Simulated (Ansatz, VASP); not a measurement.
**MgO in VASP and in Ansatz**

File INCAR:

```
SYSTEM = MgO
ALGO = Normal
EDIFF = 1E-8
ENCUT = 520
GGA = PE
GGA_COMPAT = .False.
ISIF = 2
ISMEAR = -1
LASPH = .True.
LCHARG = .False.
LEFG = .True.
LREAL = .False.
LWAVE = .False.
NBANDS = 11
NELM = 120
PREC = Accurate
SIGMA = 0.02
```

File KPOINTS:

```
k-points
0
Gamma
  13 13 13
  0 0 0
```

The input POSCAR:

```
MgO
1.0
    0.0000000000      2.0185000000      2.0185000000
    2.0185000000      0.0000000000      2.0185000000
    2.0185000000      2.0185000000      0.0000000000
Mg O
1 1
Direct
    0.0000000000      0.0000000000      0.0000000000
    0.5000000000      0.5000000000      0.5000000000
```

Input for Ansatz:

```yaml
crystal:
  lattice:
    - [0.0, 2.0185, 2.0185]
    - [2.0185, 0.0, 2.0185]
    - [2.0185, 2.0185, 0.0]
  atoms:
    - { symbol: Mg, position: [0.0, 0.0, 0.0] }
    - { symbol: O, position: [0.5, 0.5, 0.5] }
kpoints:
  mp_grid: { grid: [13, 13, 13] }
scf:
  occupations: { method: fermi_dirac, width: 0.02 }
hamiltonian:
  xc: pbe
  pseudopotentials: { kind: paw, frozen_core: stored }
output:
  forces: true
  stress: true
  populations: true
  efg: { quadrupole_moments_barn: { Mg: 0.1994, O: -0.02558 } }
  write_density: true
  write_potential: true
  elf: true
  volumetric_format: npy
```

Alike in both runs: task electric field gradients; functional PBE; k mesh 13 × 13 × 13; occupations fermi-dirac, width 0.02 eV; no spin polarisation.

```csv
,VASP,Ansatz
version,VASP 6.6.1,Ansatz 0.2.0
potentials or method,"VASP PAW PBE potentials, release 64 (Mg, O)","plane-wave PAW, scalar-relativistic"
plane-wave cutoff (eV),520,420
valence electrons in the cell,8,16
```

|  | VASP | Ansatz | Ansatz less VASP |
| --- | --- | --- | --- |
| gap on the k mesh at the Fermi level (eV) | 6.07 | 6.08 | +0.011 |

With one functional, cell and mesh, what is left measures potentials, basis and numerics. VASP's potentials hold 8 valence electrons a cell and Ansatz's 16, so a difference there can come from the potentials and not from the codes.
